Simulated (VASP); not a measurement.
# Au (Fm-3m) in VASP: notebook

Runs on Au. Level: r2SCAN+rVV10. Tasks: single point.

All numbers are computed with VASP 6.6.1; they aren't measurements. Logs are shortened: lines on timing, memory, paths and dates and some standing lists are left out, and cuts for length are marked.

## 1. The cell of the first run

It takes space group Fm-3m (No. 225, cubic). The conventional cell has a = 4.117 Å, b = 4.117 Å, c = 4.117 Å, α = 90.00°, β = 90.00°, γ = 90.00°. Within 3.8 Å of Au (site symmetry m-3m) lie 12 Au at 2.91 Å.

## 2. Single point, r2SCAN+rVV10

Contents of POSCAR:

```
Au
1.0
    0.0000000000      2.0585000000      2.0585000000
    2.0585000000      0.0000000000      2.0585000000
    2.0585000000      2.0585000000      0.0000000000
Au
1
Direct
    0.0000000000      0.0000000000      0.0000000000
```

Contents of INCAR.step1:

```
PREC     = Accurate       # precision mode
ENCUT    = 550            # plane-wave cutoff, eV
ISMEAR   = 0              # smearing method
SIGMA    = 0.1            # smearing width, eV
LREAL    = F              # projectors in reciprocal space
LASPH    = T              # aspherical terms in the spheres
NELM     = 120            # most SCF steps
NBANDS   = 16             # bands
GGA      = PE             # functional
ALGO     = Normal         # electronic algorithm
EDIFF    = 1E-5           # SCF threshold, eV
LWAVE    = T              # write WAVECAR
LCHARG   = F              # write CHGCAR
GGA_COMPAT= F
```

Contents of INCAR.step2:

```
PREC     = Accurate       # precision mode
ENCUT    = 550            # plane-wave cutoff, eV
EDIFF    = 1E-6           # SCF threshold, eV
ISMEAR   = 0              # smearing method
SIGMA    = 0.1            # smearing width, eV
LREAL    = F              # projectors in reciprocal space
LASPH    = T              # aspherical terms in the spheres
NELM     = 120            # most SCF steps
ALGO     = Normal         # electronic algorithm
ISIF     = 2              # what is computed and relaxed
LWAVE    = F              # write WAVECAR
LCHARG   = T              # write CHGCAR
METAGGA  = R2SCAN         # meta-GGA
LMIXTAU  = T            
LUSE_VDW = T            
IVDW_NL  = 2            
BPARAM   = 11.95        
CPARAM   = 0.0093       
LELF     = T              # ELF
LVHAR    = T            
NBANDS   = 16             # bands
ISTART   = 1            
GGA_COMPAT= F
```

Contents of KPOINTS:

```
Automatic mesh
0
Gamma
  8 8 8
```

Potentials or basis: VASP PAW PBE potentials, release 64 (Au_sv_GW).

Run with:

```bash
$ cat potpaw_PBE.64/Au_sv_GW/POTCAR > POTCAR
$ cp INCAR.step1 INCAR
$ mpirun -np 1 vasp_std > vasp.out
$ cp INCAR.step2 INCAR
$ mpirun -np 1 vasp_std > vasp.out
```

OUTCAR:

```text
PREC = Accurate
   ENCUT = 550
   EDIFF = 1E-6
   ISMEAR = 0
   LREAL = F
   LASPH = T
   NELM = 120
   ISIF = 2
   METAGGA = R2SCAN
   IVDW_NL = 2
   BPARAM = 11.95
   ISTART = 1

 ion  position               nearest neighbor table
   1  0.000  0.000  0.000-

  LATTYP: Found a face centered cubic cell.
 ALAT       =     4.1170000000

  Lattice vectors:

 A1 = (   0.0000000000,   2.0585000000,   2.0585000000)
 A2 = (   2.0585000000,   0.0000000000,   2.0585000000)
 A3 = (   2.0585000000,   2.0585000000,   0.0000000000)

Analysis of symmetry for initial positions (statically):
=====================================================================
 Subroutine PRICEL returns:
 Original cell was already a primitive cell.

 Routine SETGRP: Setting up the symmetry group for a
 face centered cubic supercell.

 Subroutine GETGRP returns: Found 48 space group operations
 (whereof 48 operations were pure point group operations)
 out of a pool of 48 trial point group operations.

The static configuration has the point symmetry O_h .

Analysis of symmetry for dynamics (positions and initial velocities):
=====================================================================
 Subroutine PRICEL returns:
 Original cell was already a primitive cell.

 Routine SETGRP: Setting up the symmetry group for a
 face centered cubic supercell.

 Subroutine GETGRP returns: Found 48 space group operations
 (whereof 48 operations were pure point group operations)
 out of a pool of 48 trial point group operations.

The dynamic configuration has the point symmetry O_h .

 Subroutine INISYM returns: Found 48 space group operations
 (whereof 48 operations are pure point group operations),
 and found     1 'primitive' translations

----------------------------------------------------------------------------------------

                                     Primitive cell

  volume of cell :      17.4455

  direct lattice vectors                    reciprocal lattice vectors
     0.000000000  2.058500000  2.058500000    -0.242895312  0.242895312  0.242895312
     2.058500000  0.000000000  2.058500000     0.242895312 -0.242895312  0.242895312
     2.058500000  2.058500000  0.000000000     0.242895312  0.242895312 -0.242895312

  length of vectors
     2.911158618  2.911158618  2.911158618     0.420707022  0.420707022  0.420707022

  position of ions in fractional coordinates (direct lattice)
     0.000000000  0.000000000  0.000000000

  ion indices of the primitive-cell ions
   primitive index   ion index
                 1           1

----------------------------------------------------------------------------------------

 KPOINTS: Automatic mesh

Automatic generation of k-mesh.
 Grid dimensions read from file:
 generate k-points for:    8    8    8

 Generating k-lattice:

  Cartesian coordinates                     Fractional coordinates (reciprocal lattice)
    -0.030361914  0.030361914  0.030361914     0.125000000  0.000000000  0.000000000
     0.030361914 -0.030361914  0.030361914     0.000000000  0.125000000  0.000000000
     0.030361914  0.030361914 -0.030361914     0.000000000  0.000000000  0.125000000

  Length of vectors
     0.052588378  0.052588378  0.052588378

  Shift w.r.t. Gamma in fractional coordinates (k-lattice)
     0.000000000  0.000000000  0.000000000

 Subroutine IBZKPT returns following result:
 ===========================================

 Found     29 irreducible k-points:

 Following reciprocal coordinates:
            Coordinates               Weight
  0.000000  0.000000  0.000000      1.000000
  0.125000  0.000000  0.000000      8.000000
  0.250000  0.000000  0.000000      8.000000
  0.375000  0.000000  0.000000      8.000000
  0.500000  0.000000  0.000000      4.000000
  0.125000  0.125000  0.000000      6.000000
[... 16 lines left out ...]
  0.500000  0.250000  0.125000     48.000000
 -0.375000  0.250000  0.125000     24.000000
 [... further k-points ...]
   k-points           NKPTS =     29   k-points in BZ     NKDIM =     29   number of bands    NBANDS=     16
   number of dos      NEDOS =    301   number of ions     NIONS =      1
   total plane-waves  NPLWV =  13824
   dimension x,y,z NGX =    24 NGY =   24 NGZ =   24
   dimension x,y,z NGXF=    48 NGYF=   48 NGZF=   48
   ions per type =               1
   NGX,Y,Z   is equivalent  to a cutoff of  13.71, 13.71, 13.71 a.u.
   NGXF,Y,Z  is equivalent  to a cutoff of  27.41, 27.41, 27.41 a.u.
 SYSTEM =  unknown system
   PREC   = accura    normal or accurate (medium, high low for compatibility)
   ISTART =      1    job   : 0-new  1-cont  2-samecut
   ICHARG =      0    charge: 1-file 2-atom 10-const
   ISPIN  =      1    spin polarized calculation?
   LNONCOLLINEAR =      F non collinear calculations
   LSORBIT =      F    spin-orbit coupling
   LASPH  =      T    aspherical Exc in radial PAW
   ENCUT  =  550.0 eV  40.42 Ry    6.36 a.u.   5.57  5.57  5.57*2*pi/ulx,y,z
   NELM   =    120;   NELMIN=  2; NELMDL=  0     # of ELM steps
   EDIFF  = 0.1E-05   stopping-criterion for ELM
   LREAL  =      F    real-space projection
   EDIFFG = 0.1E-04   stopping-criterion for IOM
   NSW    =      0    number of steps for IOM
   IBRION =     -1    ionic relax: 0-MD 1-quasi-New 2-CG
   NFREE  =      0    steps in history (QN), initial steepest desc. (CG)
   ISIF   =      2    stress and relaxation
   ISYM   =      2    0-nonsym 1-usesym 2-fastsym
   POTIM  = 0.5000    time-step for ionic-motion
   TEBEG  =    0.0;   TEEND  =   0.0 temperature during run
   PSTRESS=    0.0 pullay stress
   NELECT =      19.0000    total number of electrons
   NUPDOWN=      -1.0000    fix difference up-down
   EMIN   =  10.00;   EMAX   =-10.00  energy-range for DOS
   EFERMI =   0.00;   METHOD = LEGACY
   ISMEAR =     0;   SIGMA  =   0.10  broadening in eV -4-tet -1-fermi 0-gaus
   EFERMI_NEDOS =   21; number of points for ismear=-14 and -15
   IALGO  =     38    algorithm
   IMIX   =      4    mixing-type and parameters
     AMIX     =   0.40;   BMIX     =  1.00
     AMIX_MAG =   1.60;   BMIX_MAG =  1.00
  volume/ion in A,a.u.               =      17.45       117.73
  Fermi-wavevector in a.u.,A,eV,Ry     =   1.684348  3.182956 38.600112  2.837028
  Thomas-Fermi vector in A             =   2.767386
   LORBIT       =      0    0 simple, 1 ext, 2 COOP (PROOUT), +10 PAW based schemes
   METAGGA = R2SCAN    functional components
   LHFCALC =     F    Hartree Fock is set to
   AEXX    =    0.0000 exact exchange contribution
   IVDW_NL    =     2    kernel type
   BPARAM     =11.9500
   IVDW    =     0    specifies the selected vdW correction
   LEPSILON=     F    determine dielectric tensor
   LRPA    =     F    only Hartree local field effects (RPA)
 non-spin polarized calculation
 Gauss-broadening in eV      SIGMA  =   0.10
  energy-cutoff  :      550.00
  volume of cell :       17.45
 maximum number of plane-waves:       531
 NGX is ok and might be reduce to    24
   NGX = 11   NGY = 11   NGZ = 11

 number of electron      19.0000005 magnetization

 Free energy of the ion-electron system (eV)
  ---------------------------------------------------
  ext. energy  EPLUGINS =         0.00000000
  ---------------------------------------------------
  free energy    TOTEN  =       -49.39231290 eV

  energy without entropy =      -49.38926299  energy(sigma->0) =      -49.39078794

 E-fermi :   8.1590     XC(G=0): -14.1183

 val. band max:        8.0844875395   @ k =   0.5000   0.2500   0.1250
 cond. band min:       8.3922104673   @ k =   0.5000   0.3750   0.1250
 fundamental gap:      0.3077229278
 Fermi energy:         8.1589868427

 k-point     1 :       0.0000    0.0000    0.0000
  band No.  band energies     occupation
      1     -99.5896      2.00000
      2     -50.2146      2.00000
      3     -50.2146      2.00000
      4     -50.2146      2.00000
      5      -1.5386      2.00000
      6       3.4363      2.00000
[... 8 lines left out ...]
     15      32.7157      0.00000
     16      37.1326      0.00000

 k-point     2 :       0.1250    0.0000    0.0000
  band No.  band energies     occupation
      1     -99.5879      2.00000
      2     -50.2456      2.00000
      3     -50.2193      2.00000
      4     -50.2193      2.00000
      5      -0.9991      2.00000
      6       3.2950      2.00000
[... 8 lines left out ...]
     15      32.4236      0.00000
     16      34.6387      0.00000

 k-point     3 :       0.2500    0.0000    0.0000
  band No.  band energies     occupation
      1     -99.5837      2.00000
      2     -50.3201      2.00000
      3     -50.2306      2.00000
      4     -50.2306      2.00000
      5       0.2620      2.00000
      6       3.3717      2.00000
[... 8 lines left out ...]
     15      30.7568      0.00000
     16      32.0006      0.00000

 k-point     4 :       0.3750    0.0000    0.0000
  band No.  band energies     occupation
      1     -99.5796      2.00000
      2     -50.3943      2.00000
      3     -50.2419      2.00000
      4     -50.2419      2.00000
      5       0.8840      2.00000
      6       3.5068      2.00000
[... 8 lines left out ...]
     15      33.0113      0.00000
     16      33.0116      0.00000
[... 324 lines left out ...]
 k-point    22 :       0.3750    0.2500    0.1250
  band No.  band energies     occupation
      1     -99.5806      2.00000
      2     -50.3391      2.00000
      3     -50.2701      2.00000
      4     -50.2446      2.00000
      5       1.3843      2.00000
      6       2.5556      2.00000
[... 8 lines left out ...]
     15      29.6987      0.00000
     16      33.1076      0.00000

 k-point    23 :       0.5000    0.2500    0.1250
  band No.  band energies     occupation
      1     -99.5773      2.00000
      2     -50.3798      2.00000
      3     -50.2939      2.00000
      4     -50.2577      2.00000
      5       1.9321      2.00000
      6       2.9924      2.00000
[... 8 lines left out ...]
     15      31.4338      0.00000
     16      35.1424      0.00000

 k-point    24 :      -0.3750    0.2500    0.1250
  band No.  band energies     occupation
      1     -99.5759      2.00000
      2     -50.3975      2.00000
      3     -50.3015      2.00000
      4     -50.2648      2.00000
      5       1.9073      2.00000
      6       2.8029      2.00000
[... 8 lines left out ...]
     15      32.8529      0.00000
     16      35.9036      0.00000

 [... further k-points ...]

------------------------ aborting loop because EDIFF is reached ----------------------------------------

  FORCE on cell =-STRESS in cart. coord.  units (eV):
  Direction    XX          YY          ZZ          XY          YZ          ZX
  --------------------------------------------------------------------------------------
  -------------------------------------------------------------------------------------
  Total       -0.1242110     -0.1242110     -0.1242110      0.0000000     -0.0000000      0.0000000
  in kB      -11.4074372    -11.4074372    -11.4074372      0.0000000     -0.0000000      0.0000000
  external PRESSURE =     -11.4074372 kB  Pullay stress =       0.0000000 kB

 VOLUME and BASIS-vectors are now :
 -----------------------------------------------------------------------------
  energy-cutoff  :      550.00
  volume of cell :       17.45
      direct lattice vectors                 reciprocal lattice vectors
     0.000000000  2.058500000  2.058500000    -0.242895312  0.242895312  0.242895312
     2.058500000  0.000000000  2.058500000     0.242895312 -0.242895312  0.242895312
     2.058500000  2.058500000  0.000000000     0.242895312  0.242895312 -0.242895312

 POSITION                                       TOTAL-FORCE (eV/Angst)
 -----------------------------------------------------------------------------------
      0.00000      0.00000      0.00000         0.000000      0.000000      0.000000
 -----------------------------------------------------------------------------------
    total drift:                               -0.000000      0.000000      0.000000

  FREE ENERGIE OF THE ION-ELECTRON SYSTEM (eV)
  ---------------------------------------------------
  free  energy   TOTEN  =       -49.3923128981 eV

  energy  without entropy=      -49.3892629869  energy(sigma->0) =      -49.39078794
```

Wall time 50 s (1 thread of Intel Xeon Platinum 8488C (Sapphire Rapids), shared host); peak memory 0.22 GiB.

Results:

```
Free energy : -49.3923 eV
Pressure    : -1.1 GPa
```

Levels at points of the mesh, in eV from the Fermi level:
| k point | band 6 | band 7 | band 8 | band 9 | band 10 | band 11 | band 12 | band 13 | band 14 | band 15 |
| --- | --- | --- | --- | --- | --- | --- | --- | --- | --- | --- |
| (0.00, 0.00, 0.00) | -4.72 | -4.72 | -4.72 | -3.26 | -3.26 | 15.35 | 19.29 | 19.29 | 19.29 | 24.56 |
| (0.50, 0.00, 0.00) | -4.77 | -4.77 | -2.06 | -2.06 | -0.57 | 3.16 | 14.83 | 17.79 | 17.79 | 25.77 |
| (0.50, 0.50, 0.00) | -6.74 | -2.12 | -1.74 | -1.74 | 1.39 | 5.93 | 10.56 | 10.56 | 17.92 | 20.47 |

Caveat: the PAW data sets were made with another functional, which shifts forces and pressure a little; spin-orbit coupling is left out, which moves the levels of the heavy elements.

## 3. Single point, r2SCAN+rVV10

This run uses another cell than the first one, of 17.23 Å³/atom, 0.988 times its volume.

Contents of POSCAR:

```
Au
1.0
    0.0000000000      2.0501047003      2.0501047003
    2.0501047003      0.0000000000      2.0501047003
    2.0501047003      2.0501047003      0.0000000000
Au
1
Direct
    0.0000000000      0.0000000000      0.0000000000
```

Contents of INCAR.step1:

```
PREC = Accurate
ENCUT = 550
ISMEAR = 0
SIGMA = 0.1
LREAL = False
LASPH = True
NELM = 120
NBANDS = 16
GGA = PE
ALGO = Normal
EDIFF = 1E-5
LWAVE = True
LCHARG = False
GGA_COMPAT = False
```

Contents of INCAR.step2:

```
PREC = Accurate
ENCUT = 550
EDIFF = 1E-6
ISMEAR = 0
SIGMA = 0.1
LREAL = False
LASPH = True
NELM = 120
ALGO = Normal
ISIF = 2
LWAVE = False
LCHARG = False
METAGGA = R2SCAN
LMIXTAU = True
LUSE_VDW = True
IVDW_NL = 2
BPARAM = 11.95
CPARAM = 0.0093
NBANDS = 16
ISTART = 1
GGA_COMPAT = False
```

Contents of KPOINTS:

```
regular mesh
0
Gamma
  18 18 18
```

Potentials or basis: VASP PAW PBE potentials, release 64 (Au_sv_GW).

Run with:

```bash
$ cat potpaw_PBE.64/Au_sv_GW/POTCAR > POTCAR
$ cp INCAR.step1 INCAR
$ mpirun -np 1 vasp_std > vasp.out
$ cp INCAR.step2 INCAR
$ mpirun -np 1 vasp_std > vasp.out
```

It took 2.3 min on 1 thread of Intel Xeon Platinum 8488C (Sapphire Rapids), shared host; peak memory 0.26 GiB.

The run converged. Its results:

```yaml
Free_energy: -49.4303 eV
Pressure: 0.0 GPa
```

Levels at points of the mesh, in eV from the Fermi level:
```tsv
k point	band 6	band 7	band 8	band 9	band 10	band 11	band 12	band 13	band 14	band 15
(0.00, 0.00, 0.00)	-4.87	-4.87	-4.87	-3.37	-3.37	15.26	19.28	19.28	19.28	24.60
(0.50, 0.00, 0.00)	-4.91	-4.91	-2.15	-2.15	-0.70	3.15	14.75	17.82	17.82	25.90
(0.50, 0.50, 0.00)	-6.93	-2.21	-1.81	-1.81	1.27	5.96	10.53	10.53	17.99	20.56
```

Caveat: the PAW data sets were made with another functional, which shifts forces and pressure a little; spin-orbit coupling is left out, which moves the levels of the heavy elements.
